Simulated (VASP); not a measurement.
# PbO2 (Fm-3m) in VASP: notebook

PbO2 is run at these levels: r2SCAN; tasks: single point.

Everything below comes from runs of VASP 6.6.1. Logs are shortened: lines on timing, memory, paths and dates and some standing lists are left out, and cuts for length are marked.

### Step 1. The cell of the first run

It takes space group Fm-3m (No. 225, cubic). The conventional cell has a = 5.404 Å, b = 5.404 Å, c = 5.404 Å, α = 90.00°, β = 90.00°, γ = 90.00°. Pb (site symmetry m-3m) has 8 O at 2.34 Å within 3.1 Å. O (site symmetry -43m) has 4 Pb at 2.34 Å and 6 O at 2.70 Å within 3.1 Å.

### Step 2. Single point, r2SCAN

The input, POSCAR:

```
PbO2
1.0
    0.0000000000      2.7019920000      2.7019920000
    2.7019920000      0.0000000000      2.7019920000
    2.7019920000      2.7019920000      0.0000000000
Pb O
1 2
Direct
    0.0000000000      0.0000000000      0.0000000000
    0.7500000000      0.7500000000      0.7500000000
    0.2500000000      0.2500000000      0.2500000000
```

The input, INCAR.step1:

```
PREC = Accurate
ENCUT = 520
ISMEAR = -1
SIGMA = 0.05
LREAL = F
LASPH = T
NELM = 80
NBANDS = 20
GGA = PE
ALGO = Normal
EDIFF = 1E-4
LWAVE = T
LCHARG = F
```

The input, INCAR.step2:

```
PREC = Accurate
ENCUT = 520
EDIFF = 1E-6
ISMEAR = -1
SIGMA = 0.05
LREAL = F
LASPH = T
NELM = 80
ALGO = Normal
ISIF = 2
LWAVE = F
LCHARG = F
METAGGA = R2SCAN
LMIXTAU = T
NBANDS = 20
ISTART = 1
```

The input, KPOINTS:

```
Automatic mesh
0
Gamma
  9 9 9
```

Potentials or basis: VASP PAW PBE potentials, release 64 (Pb_d, O).

The run is started by

```bash
$ cat potpaw_PBE.64/Pb_d/POTCAR potpaw_PBE.64/O/POTCAR > POTCAR
$ cp INCAR.step1 INCAR
$ mpirun -np 1 vasp_std > vasp.out
$ cp INCAR.step2 INCAR
$ mpirun -np 1 vasp_std > vasp.out
```

OUTCAR:

```text
PREC = Accurate
   ENCUT = 520
   EDIFF = 1E-6
   ISMEAR = -1
   LREAL = F
   LASPH = T
   NELM = 80
   ISIF = 2
   METAGGA = R2SCAN
   ISTART = 1

 ion  position               nearest neighbor table
   1  0.000  0.000  0.000-   2 2.34   2 2.34   2 2.34   3 2.34   3 2.34   3 2.34   3 2.34   2 2.34

   2  0.750  0.750  0.750-   1 2.34   1 2.34   1 2.34   1 2.34
   3  0.250  0.250  0.250-   1 2.34   1 2.34   1 2.34   1 2.34

  LATTYP: Found a face centered cubic cell.
 ALAT       =     5.4039840000

  Lattice vectors:

 A1 = (   0.0000000000,   2.7019920000,   2.7019920000)
 A2 = (   2.7019920000,   0.0000000000,   2.7019920000)
 A3 = (   2.7019920000,   2.7019920000,   0.0000000000)

Analysis of symmetry for initial positions (statically):
=====================================================================
 Subroutine PRICEL returns:
 Original cell was already a primitive cell.

 Routine SETGRP: Setting up the symmetry group for a
 face centered cubic supercell.

 Subroutine GETGRP returns: Found 48 space group operations
 (whereof 48 operations were pure point group operations)
 out of a pool of 48 trial point group operations.

The static configuration has the point symmetry O_h .

Analysis of symmetry for dynamics (positions and initial velocities):
=====================================================================
 Subroutine PRICEL returns:
 Original cell was already a primitive cell.

 Routine SETGRP: Setting up the symmetry group for a
 face centered cubic supercell.

 Subroutine GETGRP returns: Found 48 space group operations
 (whereof 48 operations were pure point group operations)
 out of a pool of 48 trial point group operations.

The dynamic configuration has the point symmetry O_h .

 Subroutine INISYM returns: Found 48 space group operations
 (whereof 48 operations are pure point group operations),
 and found     1 'primitive' translations

----------------------------------------------------------------------------------------

                                     Primitive cell

  volume of cell :      39.4532

  direct lattice vectors                    reciprocal lattice vectors
     0.000000000  2.701992000  2.701992000    -0.185048660  0.185048660  0.185048660
     2.701992000  0.000000000  2.701992000     0.185048660 -0.185048660  0.185048660
     2.701992000  2.701992000  0.000000000     0.185048660  0.185048660 -0.185048660

  length of vectors
     3.821193732  3.821193732  3.821193732     0.320513682  0.320513682  0.320513682

  position of ions in fractional coordinates (direct lattice)
     0.000000000  0.000000000  0.000000000
     0.750000000  0.750000000  0.750000000
     0.250000000  0.250000000  0.250000000

  ion indices of the primitive-cell ions
   primitive index   ion index
                 1           1
                 2           2
                 3           3

----------------------------------------------------------------------------------------

 KPOINTS: Automatic mesh

Automatic generation of k-mesh.
 Grid dimensions read from file:
 generate k-points for:    9    9    9

 Generating k-lattice:

  Cartesian coordinates                     Fractional coordinates (reciprocal lattice)
    -0.020560962  0.020560962  0.020560962     0.111111111  0.000000000  0.000000000
     0.020560962 -0.020560962  0.020560962     0.000000000  0.111111111  0.000000000
     0.020560962  0.020560962 -0.020560962     0.000000000  0.000000000  0.111111111

  Length of vectors
     0.035612631  0.035612631  0.035612631

  Shift w.r.t. Gamma in fractional coordinates (k-lattice)
     0.000000000  0.000000000  0.000000000

 Subroutine IBZKPT returns following result:
 ===========================================

 Found     35 irreducible k-points:

 Following reciprocal coordinates:
            Coordinates               Weight
  0.000000  0.000000  0.000000      1.000000
  0.111111  0.000000  0.000000      8.000000
  0.222222  0.000000  0.000000      8.000000
  0.333333  0.000000  0.000000      8.000000
  0.444444  0.000000  0.000000      8.000000
  0.111111  0.111111  0.000000      6.000000
[... 16 lines left out ...]
 -0.333333  0.333333  0.000000     12.000000
  0.444444  0.444444  0.000000      6.000000
 [... further k-points ...]
   k-points           NKPTS =     35   k-points in BZ     NKDIM =     35   number of bands    NBANDS=     20
   number of dos      NEDOS =    301   number of ions     NIONS =      3
   total plane-waves  NPLWV =  21952
   dimension x,y,z NGX =    28 NGY =   28 NGZ =   28
   dimension x,y,z NGXF=    56 NGYF=   56 NGZF=   56
   ions per type =               1   2
   NGX,Y,Z   is equivalent  to a cutoff of  12.18, 12.18, 12.18 a.u.
   NGXF,Y,Z  is equivalent  to a cutoff of  24.36, 24.36, 24.36 a.u.
 SYSTEM =  unknown system
   PREC   = accura    normal or accurate (medium, high low for compatibility)
   ISTART =      1    job   : 0-new  1-cont  2-samecut
   ICHARG =      0    charge: 1-file 2-atom 10-const
   ISPIN  =      1    spin polarized calculation?
   LNONCOLLINEAR =      F non collinear calculations
   LSORBIT =      F    spin-orbit coupling
   LASPH  =      T    aspherical Exc in radial PAW
   ENCUT  =  520.0 eV  38.22 Ry    6.18 a.u.   7.10  7.10  7.10*2*pi/ulx,y,z
   NELM   =     80;   NELMIN=  2; NELMDL=  0     # of ELM steps
   EDIFF  = 0.1E-05   stopping-criterion for ELM
   LREAL  =      F    real-space projection
   EDIFFG = 0.1E-04   stopping-criterion for IOM
   NSW    =      0    number of steps for IOM
   IBRION =     -1    ionic relax: 0-MD 1-quasi-New 2-CG
   NFREE  =      0    steps in history (QN), initial steepest desc. (CG)
   ISIF   =      2    stress and relaxation
   ISYM   =      2    0-nonsym 1-usesym 2-fastsym
   POTIM  = 0.5000    time-step for ionic-motion
   TEBEG  =    0.0;   TEEND  =   0.0 temperature during run
   PSTRESS=    0.0 pullay stress
   NELECT =      26.0000    total number of electrons
   NUPDOWN=      -1.0000    fix difference up-down
   EMIN   =  10.00;   EMAX   =-10.00  energy-range for DOS
   EFERMI =   0.00;   METHOD = LEGACY
   ISMEAR =    -1;   SIGMA  =   0.05  broadening in eV -4-tet -1-fermi 0-gaus
   EFERMI_NEDOS =   21; number of points for ismear=-14 and -15
   IALGO  =     38    algorithm
   IMIX   =      4    mixing-type and parameters
     AMIX     =   0.40;   BMIX     =  1.00
     AMIX_MAG =   1.60;   BMIX_MAG =  1.00
  volume/ion in A,a.u.               =      13.15        88.75
  Fermi-wavevector in a.u.,A,eV,Ry     =   1.424640  2.692180 27.614384  2.029600
  Thomas-Fermi vector in A             =   2.545110
   LORBIT       =      0    0 simple, 1 ext, 2 COOP (PROOUT), +10 PAW based schemes
   METAGGA = R2SCAN    functional components
   LHFCALC =     F    Hartree Fock is set to
   AEXX    =    0.0000 exact exchange contribution
   IVDW    =     0    specifies the selected vdW correction
   LEPSILON=     F    determine dielectric tensor
   LRPA    =     F    only Hartree local field effects (RPA)
 non-spin polarized calculation
  energy-cutoff  :      520.00
  volume of cell :       39.45
 maximum number of plane-waves:      1073
   NGX = 15   NGY = 15   NGZ = 15

 number of electron      25.9999989 magnetization

 Free energy of the ion-electron system (eV)
  ---------------------------------------------------
  ext. energy  EPLUGINS =         0.00000000
  ---------------------------------------------------
  free energy    TOTEN  =       -70.75403596 eV

  energy without entropy =      -70.74803989  energy(sigma->0) =      -70.75103793

 E-fermi :   5.2776     XC(G=0): -11.9032

 val. band max:        5.2260420100   @ k =  -0.3333   0.4444   0.2222
 cond. band min:       5.9577704920   @ k =  -0.1111   0.1111   0.0000
 fundamental gap:      0.7317284820
 Fermi energy:         5.2775959277

 k-point     1 :       0.0000    0.0000    0.0000
  band No.  band energies     occupation
      1     -14.1808      2.00000
      2     -11.4454      2.00000
      3     -10.8916      2.00000
      4     -10.8916      2.00000
      5     -10.8916      2.00000
      6     -10.6433      2.00000
[... 12 lines left out ...]
     19      21.7742      0.00000
     20      21.7742      0.00000

 k-point     2 :       0.1111    0.0000    0.0000
  band No.  band energies     occupation
      1     -14.0842      2.00000
      2     -11.8585      2.00000
      3     -10.8769      2.00000
      4     -10.8769      2.00000
      5     -10.6443      2.00000
      6     -10.6443      2.00000
[... 12 lines left out ...]
     19      21.6591      0.00000
     20      21.6591      0.00000

 k-point     3 :       0.2222    0.0000    0.0000
  band No.  band energies     occupation
      1     -13.8375      2.00000
      2     -12.3394      2.00000
      3     -10.8452      2.00000
      4     -10.8452      2.00000
      5     -10.6407      2.00000
      6     -10.6407      2.00000
[... 12 lines left out ...]
     19      21.4428      0.00000
     20      21.4428      0.00000

 k-point     4 :       0.3333    0.0000    0.0000
  band No.  band energies     occupation
      1     -13.5917      2.00000
      2     -12.5917      2.00000
      3     -10.8226      2.00000
      4     -10.8226      2.00000
      5     -10.6220      2.00000
      6     -10.6220      2.00000
[... 12 lines left out ...]
     19      21.2598      0.00000
     20      21.2598      0.00000

 k-point     5 :       0.4444    0.0000    0.0000
  band No.  band energies     occupation
      1     -13.5142      2.00000
      2     -12.5815      2.00000
      3     -10.8164      2.00000
      4     -10.8164      2.00000
      5     -10.6006      2.00000
      6     -10.6006      2.00000
[... 12 lines left out ...]
     19      21.1319      0.00000
     20      21.1319      0.00000
[... 353 lines left out ...]
      6     -10.5868      2.00000
[... 12 lines left out ...]
     19      22.5027      0.00000
     20      23.8524      0.00000

 k-point    22 :      -0.4444    0.3333    0.0000
  band No.  band energies     occupation
      1     -13.2414      2.00000
      2     -12.9778      2.00000
      3     -10.7306      2.00000
      4     -10.6785      2.00000
      5     -10.6022      2.00000
      6     -10.3117      2.00000
[... 12 lines left out ...]
     19      22.4501      0.00000
     20      23.4496      0.00000

 k-point    23 :      -0.3333    0.3333    0.0000
  band No.  band energies     occupation
      1     -13.2299      2.00000
      2     -13.0082      2.00000
      3     -10.7064      2.00000
      4     -10.6960      2.00000
      5     -10.6315      2.00000
      6      -9.9780      2.00000
[... 12 lines left out ...]
     19      21.6321      0.00000
     20      24.0938      0.00000

 k-point    24 :       0.4444    0.4444    0.0000
  band No.  band energies     occupation
      1     -13.2810      2.00000
      2     -12.8945      2.00000
      3     -10.7590      2.00000
      4     -10.6476      2.00000
      5     -10.6476      2.00000
      6     -10.5831      2.00000
[... 12 lines left out ...]
     19      22.5501      0.00000
     20      23.2280      0.00000

 [... further k-points ...]
[... 5 lines left out ...]
  --------------------------------------------------------------------------------------
  -------------------------------------------------------------------------------------
  Total       -1.4116696     -1.4116696     -1.4116696      0.0000000      0.0000000      0.0000000
  in kB      -57.3272963    -57.3272963    -57.3272963      0.0000000      0.0000000      0.0000000
  external PRESSURE =     -57.3272963 kB  Pullay stress =       0.0000000 kB

 VOLUME and BASIS-vectors are now :
 -----------------------------------------------------------------------------
  energy-cutoff  :      520.00
  volume of cell :       39.45
      direct lattice vectors                 reciprocal lattice vectors
     0.000000000  2.701992000  2.701992000    -0.185048660  0.185048660  0.185048660
     2.701992000  0.000000000  2.701992000     0.185048660 -0.185048660  0.185048660
     2.701992000  2.701992000  0.000000000     0.185048660  0.185048660 -0.185048660

 POSITION                                       TOTAL-FORCE (eV/Angst)
 -----------------------------------------------------------------------------------
      0.00000      0.00000      0.00000        -0.000000      0.000000     -0.000000
      4.05299      4.05299      4.05299         0.000000      0.000000      0.000000
      1.35100      1.35100      1.35100        -0.000000     -0.000000     -0.000000
 -----------------------------------------------------------------------------------
    total drift:                                0.000000     -0.000000      0.000000

  FREE ENERGIE OF THE ION-ELECTRON SYSTEM (eV)
  ---------------------------------------------------
  free  energy   TOTEN  =       -70.7540359604 eV

  energy  without entropy=      -70.7480398926  energy(sigma->0) =      -70.75103793
```

Wall time 44 s (1 thread of Intel Xeon 6975P-C (Granite Rapids), shared host); peak memory 0.17 GiB.

What came out:

* Free energy: -70.7540 eV
* Pressure: -5.7 GPa
* Band gap on the k mesh: zero (band 13 reaches 5.23 eV, above the bottom of band 14 at 4.05 eV)

Levels at points of the mesh, in eV from the Fermi level:
| k point | band 11 | band 12 | band 13 | band 14 | band 15 | band 16 |
| --- | --- | --- | --- | --- | --- | --- |
| (0.00, 0.00, 0.00) | -2.03 | -1.23 | -1.23 | -1.23 | 7.63 | 7.63 |

Caveat: the PAW data sets were made with another functional, which shifts forces and pressure a little; spin-orbit coupling is left out, which moves the levels of the heavy elements.

### Step 3. Single point, r2SCAN

This run uses another cell than the first one, of 13.41 Å³/atom, 1.020 times its volume.

The input, POSCAR:

```
PbO2
1.0
    0.0000000000      2.7198865082      2.7198865082
    2.7198865082      0.0000000000      2.7198865082
    2.7198865082      2.7198865082      0.0000000000
Pb O
1 2
Direct
    0.0000000000      0.0000000000      0.0000000000
    0.7500000000      0.7500000000      0.7500000000
    0.2500000000      0.2500000000      0.2500000000
```

The input, INCAR.step1:

```
ALGO = Normal ; EDIFF = 1E-4
ENCUT = 520 ; GGA = PE
ISMEAR = -1 ; LASPH = True
LCHARG = False ; LREAL = False
LWAVE = True ; NBANDS = 20
NELM = 100 ; PREC = Accurate
SIGMA = 0.05
```

The input, INCAR.step2:

```
ALGO = Normal ; EDIFF = 1E-7
ENCUT = 520 ; ISIF = 2
ISMEAR = -1 ; ISTART = 1
LASPH = True ; LCHARG = False
LMIXTAU = True ; LREAL = False
LWAVE = False ; METAGGA = R2SCAN
NBANDS = 20 ; NELM = 100
PREC = Accurate ; SIGMA = 0.05
```

The input, KPOINTS:

```
k-points
0
Gamma
  9 9 9
```

Potentials or basis: VASP PAW PBE potentials, release 64 (Pb_d, O).

The run is started by

```bash
$ cat potpaw_PBE.64/Pb_d/POTCAR potpaw_PBE.64/O/POTCAR > POTCAR
$ cp INCAR.step1 INCAR
$ mpirun -np 1 vasp_std > vasp.out
$ cp INCAR.step2 INCAR
$ mpirun -np 1 vasp_std > vasp.out
```

Run time: 70 s. Hardware: 1 thread of Intel Xeon 6975P-C (Granite Rapids), shared host; peak memory 0.18 GiB.

It converged, with:

```yaml
Free_energy: -70.7208 eV
Pressure: -8.2 GPa
Band_gap_on_the_k_mesh: zero (band 13 reaches 4.98 eV, above the bottom of band 14 at 3.84 eV)
```

Levels at points of the mesh, in eV from the Fermi level:
```csv
k point,band 10,band 11,band 12,band 13,band 14,band 15,band 16,band 17
"(0.00, 0.00, 0.00)",-1.99,-1.99,-1.19,-1.19,-1.19,7.56,7.56,7.56
```

Caveat: the PAW data sets were made with another functional, which shifts forces and pressure a little; spin-orbit coupling is left out, which moves the levels of the heavy elements.

### Step 4. Single point, r2SCAN

This run uses another cell than the first one, of 13.68 Å³/atom, 1.040 times its volume.

The input, POSCAR:

```
PbO2
1.0
    0.0000000000      2.7375486038      2.7375486038
    2.7375486038      0.0000000000      2.7375486038
    2.7375486038      2.7375486038      0.0000000000
Pb O
1 2
Direct
    0.0000000000      0.0000000000      0.0000000000
    0.7500000000      0.7500000000      0.7500000000
    0.2500000000      0.2500000000      0.2500000000
```

The input, INCAR.step1:

```
PREC = Accurate
ENCUT = 520
ISMEAR = -1
SIGMA = 0.05
LREAL = F
LASPH = T
NELM = 80
NBANDS = 20
GGA = PE
ALGO = Normal
EDIFF = 1E-4
LWAVE = T
LCHARG = F
```

The input, INCAR.step2:

```
PREC = Accurate
ENCUT = 520
EDIFF = 1E-6
ISMEAR = -1
SIGMA = 0.05
LREAL = F
LASPH = T
NELM = 80
ALGO = Normal
ISIF = 2
LWAVE = F
LCHARG = F
METAGGA = R2SCAN
LMIXTAU = T
NBANDS = 20
ISTART = 1
```

The input, KPOINTS:

```
regular mesh
0
Gamma
  9 9 9
```

The run is started by

```bash
$ cat potpaw_PBE.64/Pb_d/POTCAR potpaw_PBE.64/O/POTCAR > POTCAR
$ cp INCAR.step1 INCAR
$ mpirun -np 1 vasp_std > vasp.out
$ cp INCAR.step2 INCAR
$ mpirun -np 1 vasp_std > vasp.out
```

Run time: 59 s. Hardware: 1 thread of Intel Xeon 6975P-C (Granite Rapids), shared host; peak memory 0.18 GiB.

It converged, with:

```
Free energy            : -70.6761 eV
Pressure               : -10.4 GPa
Band gap on the k mesh : zero (band 13 reaches 4.74 eV, above the bottom of band 14 at 3.64 eV)
```

Levels at points of the mesh, in eV from the Fermi level:
```csv
k point,band 11,band 12,band 13,band 14,band 15,band 16
"(0.00, 0.00, 0.00)",-1.95,-1.15,-1.15,-1.15,7.49,7.49
```

Caveat: the PAW data sets were made with another functional, which shifts forces and pressure a little; spin-orbit coupling is left out, which moves the levels of the heavy elements.

### Step 5. Overview

```csv
cell,gap on the mesh (eV),pressure (GPa)
"a = 3.821 Å, angles 60.0°, 3 atoms",none,-5.7
"a = 3.847 Å, angles 60.0°, 3 atoms",none,-8.2
"a = 3.871 Å, angles 60.0°, 3 atoms",none,-10.4
```

Alike in all rows: task single point; level r2SCAN; potentials or basis VASP PAW PBE potentials, release 64 (Pb_d, O); no spin polarisation; k mesh 9 × 9 × 9; cutoff (eV) 520; smearing fermi-dirac 0.05 eV.

Caveats: the PAW data sets were made with another functional, which shifts forces and pressure a little; spin-orbit coupling is left out, which moves the levels of the heavy elements.

Absolute energies hang on the potentials; compare differences alone.
